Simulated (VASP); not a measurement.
# Ba2LiMgF6 (a cell with a defect) in VASP: further runs, part 2 of 2

VASP 6.6.1. The steps go on from the part before.

## 4. Single point, PBEsol, collinear spin

The input, INCAR:

```
SYSTEM = Ba2LiMgF6
  PREC = Accurate
  ENCUT = 520
  EDIFF = 1E-7
  ISMEAR = -1
  SIGMA = 0.05
  LREAL = .False.
  LASPH = .True.
  NELM = 150
  ALGO = Normal
  ISIF = 2
  LWAVE = .False.
  LCHARG = .False.
  ISPIN = 2
  MAGMOM = 0 0 0.22 0 0.22 0 0.22 0.22 0.22 0
  LORBIT = 11
  GGA = PS
  NBANDS = 48
```

The input, KPOINTS:

```
Automatic mesh
0
Gamma
  2 2 2
  0.5 0.5 0.5
```

The input, POSCAR:

```
Ba2LiMgF6
1.0
    7.9171620000      0.0000000000      0.0000000000
    0.0000000000      3.9585810000      0.0000000000
    0.0000000000      0.0000000000      3.9585810000
Ba Mg Li F
2 1 1 6
Direct
    0.0285050000      0.9548710000      0.0046440000
    0.4989640000      0.0181700000      0.9712250000
    0.2439270000      0.4838580000      0.4386850000
    0.7446720000      0.4950420000      0.4602040000
    0.2453640000      0.5094290000      0.0123650000
    0.7484210000      0.5023770000      0.0250160000
    0.9937250000      0.5143660000      0.4408280000
    0.4956360000      0.4950390000      0.4944120000
    0.2451830000      0.0191570000      0.4969360000
    0.7405940000      0.9381680000      0.5352390000
```

Potentials or basis: VASP PAW PBE potentials, release 64 (Ba_sv, Mg, Li_sv, F).

Run with:

```console
$ cat potpaw_PBE.64/Ba_sv/POTCAR potpaw_PBE.64/Mg/POTCAR potpaw_PBE.64/Li_sv/POTCAR potpaw_PBE.64/F/POTCAR > POTCAR
$ mpirun -np 1 vasp_std > vasp.out
```

OUTCAR:

```text
SYSTEM = Ba2LiMgF6
   PREC = Accurate
   ENCUT = 520
   EDIFF = 1E-7
   ISMEAR = -1
   LREAL = .False.
   LASPH = .True.
   NELM = 150
   ISIF = 2
   ISPIN = 2
   LORBIT = 11
   GGA = PS

 ion  position               nearest neighbor table
   1  0.029  0.955  0.005-   5 2.46   7 2.47   9 2.61   9 2.65   5 2.79   7 2.82   7 2.85   6 2.85
                            10 2.94   3 3.06  10 3.10   6 3.10   7 3.16   3 3.20   3 3.38   4 3.41
   2  0.499  0.018  0.971-  10 2.60   8 2.67   9 2.75   6 2.76   5 2.80   8 2.80   8 2.80   5 2.85
                             6 2.85   9 2.89   8 2.93  10 2.96   3 3.30   4 3.33   4 3.38   4 3.44
   3  0.244  0.484  0.439-   5 1.69   9 1.85   7 1.98   8 2.01   9 2.13   5 2.27   1 3.06   1 3.20
                             2 3.30   1 3.38   2 3.45   2 3.46   1 3.51   2 3.60
   4  0.745  0.495  0.460-   6 1.72  10 1.78   7 1.97   8 1.98  10 2.22   6 2.24   2 3.33   2 3.38
                             1 3.41   2 3.44   2 3.49   1 3.59   1 3.61
   5  0.245  0.509  0.012-   3 1.69   3 2.27   1 2.46   1 2.79   2 2.80   2 2.85
   6  0.748  0.502  0.025-   4 1.72   4 2.24   2 2.76   2 2.85   1 2.85   1 3.10
   7  0.994  0.514  0.441-   4 1.97   3 1.98   1 2.47   1 2.82   1 2.85   1 3.16
   8  0.496  0.495  0.494-   4 1.98   3 2.01   2 2.67   2 2.80   2 2.80   2 2.93
   9  0.245  0.019  0.497-   3 1.85   3 2.13   1 2.61   1 2.65   2 2.75   2 2.89
  10  0.741  0.938  0.535-   4 1.78   4 2.22   2 2.60   1 2.94   2 2.96   1 3.10

  LATTYP: Found a simple tetragonal cell.
 ALAT       =     3.9585810000
 C/A-ratio  =     2.0000000000

  Lattice vectors:

 A1 = (   0.0000000000,   3.9585810000,   0.0000000000)
 A2 = (   0.0000000000,   0.0000000000,   3.9585810000)
 A3 = (   7.9171620000,   0.0000000000,   0.0000000000)

Analysis of symmetry for initial positions (statically):
=====================================================================
 Subroutine PRICEL returns:
 Original cell was already a primitive cell.

 Routine SETGRP: Setting up the symmetry group for a
[... 388 lines left out ...]
      6     -20.4556      1.00000
[... 181 lines left out ...]
     44      11.3499      0.00000
     45      12.7285      0.00000
 [bands above 45 left out]

------------------------ aborting loop because EDIFF is reached ----------------------------------------

  FORCE on cell =-STRESS in cart. coord.  units (eV):
  Direction    XX          YY          ZZ          XY          YZ          ZX
  --------------------------------------------------------------------------------------
  -------------------------------------------------------------------------------------
  Total        3.7318269     13.1208330     18.3478242     -0.9100767     -1.8250623     -0.3003037
  in kB       48.1929453    169.4429042    236.9444555    -11.7527629    -23.5689199     -3.8781326
  external PRESSURE =     151.5267683 kB  Pullay stress =       0.0000000 kB

 VOLUME and BASIS-vectors are now :
 -----------------------------------------------------------------------------
  energy-cutoff  :      520.00
  volume of cell :      124.06
      direct lattice vectors                 reciprocal lattice vectors
     7.917162000  0.000000000  0.000000000     0.126307887  0.000000000  0.000000000
     0.000000000  3.958581000  0.000000000     0.000000000  0.252615773  0.000000000
     0.000000000  0.000000000  3.958581000     0.000000000  0.000000000  0.252615773

 POSITION                                       TOTAL-FORCE (eV/Angst)
 -----------------------------------------------------------------------------------
      0.22568      3.77993      0.01838        -3.559174      1.609570     -0.987243
      3.95038      0.07193      3.84467         2.363911     -0.461070      0.491600
      1.93121      1.91539      1.73657         0.334690      0.863805      4.359269
      5.89569      1.95966      1.82175         0.226805     -0.346999      0.858064
      1.94259      2.01662      0.04895         0.700298     -0.538492     -4.140252
      5.92537      1.98870      0.09903        -0.386949     -0.503653     -1.036789
      7.86748      2.03616      1.74505         1.325092     -0.708578      1.013590
      3.92403      1.95965      1.95717        -1.233253      0.014690     -0.127385
      1.94115      0.07583      1.96716         0.265990     -1.248696     -0.064478
      5.86340      3.71381      2.11879        -0.037409      1.319424     -0.366377
 -----------------------------------------------------------------------------------
    total drift:                                0.001892      0.001356      0.000489

  FREE ENERGIE OF THE ION-ELECTRON SYSTEM (eV)
  ---------------------------------------------------
  free  energy   TOTEN  =       -49.2055740046 eV

  energy  without entropy=      -49.1973709951  energy(sigma->0) =      -49.20147250

 total charge

# of ion       s       p       d       tot
------------------------------------------
    1        1.994   5.607   0.533   8.135
    2        1.993   5.603   0.436   8.032
    3        0.161   0.214   0.116   0.491
    4        2.027   0.075   0.000   2.102
    5        1.742   4.435   0.000   6.178
    6        1.732   4.369   0.000   6.101
    7        1.738   4.380   0.000   6.118
    8        1.734   4.379   0.000   6.113
    9        1.737   4.408   0.000   6.146
   10        1.731   4.366   0.000   6.097
--------------------------------------------------
tot         16.588  37.837   1.085  55.511

 magnetization (x)

# of ion       s       p       d       tot
------------------------------------------
    1        0.004   0.001   0.290   0.295
    2        0.005   0.003   0.215   0.223
    3        0.002   0.002   0.002   0.006
    4        0.000   0.000   0.000   0.000
    5        0.004  -0.001   0.000   0.004
    6        0.001   0.007   0.000   0.008
    7        0.003  -0.002   0.000   0.001
    8        0.002  -0.001   0.000   0.000
    9        0.004   0.001   0.000   0.005
   10        0.001   0.007   0.000   0.008
--------------------------------------------------
tot          0.025   0.018   0.507   0.550
```

OSZICAR:

```text
N       E                     dE             d eps       ncg     rms          rms(c)
DAV:   1     0.461827934714E+03    0.46183E+03   -0.35673E+04   768   0.137E+03
DAV:   2    -0.210596673090E+02   -0.48289E+03   -0.46878E+03   920   0.331E+02
DAV:   3    -0.513438576906E+02   -0.30284E+02   -0.30039E+02  1040   0.779E+01
DAV:   4    -0.527109946697E+02   -0.13671E+01   -0.13611E+01  1168   0.127E+01
DAV:   5    -0.527483115746E+02   -0.37317E-01   -0.37316E-01   992   0.182E+00    0.134E+01
DAV:   6    -0.493274526827E+02    0.34209E+01   -0.10856E+01   856   0.206E+01    0.691E+00
DAV:   7    -0.493162760184E+02    0.11177E-01   -0.12459E+00   920   0.550E+00    0.382E+00
DAV:   8    -0.492153316020E+02    0.10094E+00   -0.25401E-01   960   0.271E+00    0.141E+00
DAV:   9    -0.492056535287E+02    0.96781E-02   -0.44860E-02   960   0.120E+00    0.448E-01
DAV:  10    -0.492058143157E+02   -0.16079E-03   -0.10417E-02   976   0.545E-01    0.186E-01
DAV:  11    -0.492053962303E+02    0.41809E-03   -0.20011E-03  1024   0.253E-01    0.981E-02
DAV:  12    -0.492055576000E+02   -0.16137E-03   -0.13761E-03   896   0.119E-01    0.494E-02
DAV:  13    -0.492055668087E+02   -0.92086E-05   -0.18889E-04  1096   0.717E-02    0.286E-02
DAV:  14    -0.492055715063E+02   -0.46977E-05   -0.67745E-05  1024   0.430E-02    0.119E-02
DAV:  15    -0.492055736919E+02   -0.21856E-05   -0.92525E-06   968   0.170E-02    0.545E-03
DAV:  16    -0.492055739697E+02   -0.27781E-06   -0.17404E-06   976   0.776E-03    0.260E-03
DAV:  17    -0.492055740046E+02   -0.34848E-07   -0.52202E-07   840   0.359E-03
   1 F= -.49205574E+02 E0= -.49201472E+02  d E =-.820301E-02  mag=     0.9985
```

Run time: 51 s. Hardware: 1 thread of Intel Xeon Platinum 8488C (Sapphire Rapids), shared host; peak memory 0.28 GiB.

Results:

```yaml
Free_energy: -49.2056 eV
Largest_force: 4.457 eV/Å
Band_gap_on_the_k_mesh: 0.37 eV
Net_moment: 1.00 μB per cell
Site_moments: Ba +0.29, +0.22; Mg +0.01; Li +0.00; F +0.00, +0.01 (each value once) μB
Valence_electrons_inside_the_program's_atomic_spheres: Ba 8.13, 8.03; Mg 0.49; Li 2.10; F 6.18, 6.10, 6.12, 6.11, 6.15 (each value once)
```

Forces on the atoms (eV/Å):
```
Ba  -3.559  1.610 -0.987
Ba   2.364 -0.461  0.492
Mg   0.335  0.864  4.359
Li   0.227 -0.347  0.858
F    0.700 -0.538 -4.140
F   -0.387 -0.504 -1.037
F    1.325 -0.709  1.014
F   -1.233  0.015 -0.127
F    0.266 -1.249 -0.064
F   -0.037  1.319 -0.366
```

Caveat: the k points lie up to 0.79 Å⁻¹ apart; the cutoff is under 1.25 times the usual one of these potentials, so pressure, stress and relaxed cells hold a basis-set (Pulay) error; semilocal functionals underestimate gaps, and a narrow one can read as zero; the PAW data sets were made with another functional, which shifts forces and pressure a little; spin-orbit coupling is left out, which moves the levels of the heavy elements.
